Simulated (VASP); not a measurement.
# TaSi: relaxation of cell and atoms with PBEsol

The system is TaSi.

```
Ta Si
1.0
     2.99780    0.00000    0.00000
     0.00000    2.99780    0.00000
     0.00000    0.00000    3.38454
Ta Si
1 1
Direct
  0.50000 0.50000 0.50000
  0.00000 0.00000 0.00000
```

```json
{
 "Program": "VASP 6.6.1",
 "Task": "relaxation of cell and atoms",
 "Functional": "PBEsol",
 "Potentials or basis": "VASP PAW PBE potentials, release 64 (Ta_pv, Si)",
 "Cutoff": "600 eV",
 "k mesh": "14 × 14 × 12",
 "Occupations": "gaussian, width 0.1 eV",
 "Spin": "no spin polarisation",
 "Dipole correction": "no",
 "Further INCAR settings": "ALGO = Normal; EDIFF = 1e-06; IBRION = 2; EDIFFG = -0.01; NSW = 80; ISIF = 3"
}
```

```yaml
Relaxed_volume: 15.20 Å³/atom
Relaxed_cell: a = 2.899 Å, b = 2.899 Å, c = 3.617 Å, α = 90.00°, β = 90.00°, γ = 90.00°
Space_group_after_relaxing_to_0.1_Å: P4/mmm (No. 123)
Energy_gained_by_relaxing: 14.7 meV/atom
Ionic_steps: 11
Pressure_after_relaxing: 0.0 GPa
Band_gap_on_the_k_mesh: zero (an odd number of electrons rules out a gap without spin polarisation)
```

Stress tensor (GPa, compression positive):
```
-0.05  0.00  0.00
 0.00 -0.05  0.00
 0.00  0.00  0.09
```

The path:
| step | energy change (eV) | largest force (eV/Å) | pressure (GPa) | volume (Å³) |
| --- | --- | --- | --- | --- |
| 1 | 0.0000 | 0.0000 | 0.73 | 30.42 |
| 2 | -0.0027 | 0.0000 | -1.25 | 30.72 |
| 3 | -0.0028 | 0.0000 | -1.68 | 30.79 |
| 4 | -0.0042 | 0.0000 | -1.71 | 30.78 |
| 5 | -0.0085 | 0.0000 | -1.84 | 30.78 |
| 6 | -0.0196 | 0.0000 | -1.94 | 30.76 |
| 7 | -0.0263 | 0.0000 | -1.79 | 30.66 |
| 8 | -0.0276 | 0.0000 | -1.89 | 30.71 |
| 9 | -0.0288 | 0.0000 | 1.16 | 30.23 |
| 10 | -0.0295 | 0.0000 | 0.03 | 30.40 |
| 11 | -0.0295 | 0.0000 | 0.00 | 30.41 |

Final structure:
```
CELL_PARAMETERS angstrom
2.89948 0.00000 0.00000
0.00000 2.89948 0.00000
0.00000 0.00000 3.61692
ATOMIC_POSITIONS crystal
Ta 0.50000 0.50000 0.50000
Si 0.00000 0.00000 0.00000
```

Levels at points of the mesh, in eV from the Fermi level:
| k point | band 4 | band 5 | band 6 | band 7 | band 8 | band 9 | band 10 | band 11 |
| --- | --- | --- | --- | --- | --- | --- | --- | --- |
| (0.00, 0.00, 0.00) | -12.56 | -3.94 | -3.15 | -1.01 | 2.18 | 2.18 | 3.81 | 3.81 |
| (0.50, 0.00, 0.00) | -8.19 | -7.64 | -3.79 | -2.00 | 0.11 | 3.08 | 4.34 | 6.35 |
| (0.50, 0.50, 0.00) | -7.69 | -3.26 | -3.26 | -2.71 | -1.52 | -1.52 | 2.54 | 2.93 |
| (0.00, 0.00, 0.50) | -10.03 | -8.16 | -2.60 | -0.10 | -0.10 | 1.17 | 4.31 | 5.41 |
| (0.50, 0.00, 0.50) | -9.07 | -4.69 | -3.66 | -3.11 | 0.81 | 1.69 | 2.16 | 5.02 |
| (0.50, 0.50, 0.50) | -5.82 | -5.69 | -5.69 | -3.94 | 2.15 | 3.19 | 3.64 | 3.64 |

Run time: 3 min on 1 thread of Intel(R) Xeon(R) Platinum 8488C (Sapphire Rapids) (shared host), peak memory 0.25 GiB.

Caveat: the PAW data sets were made with another functional, which shifts forces and pressure a little; spin-orbit coupling is left out, which moves the levels of the heavy elements.
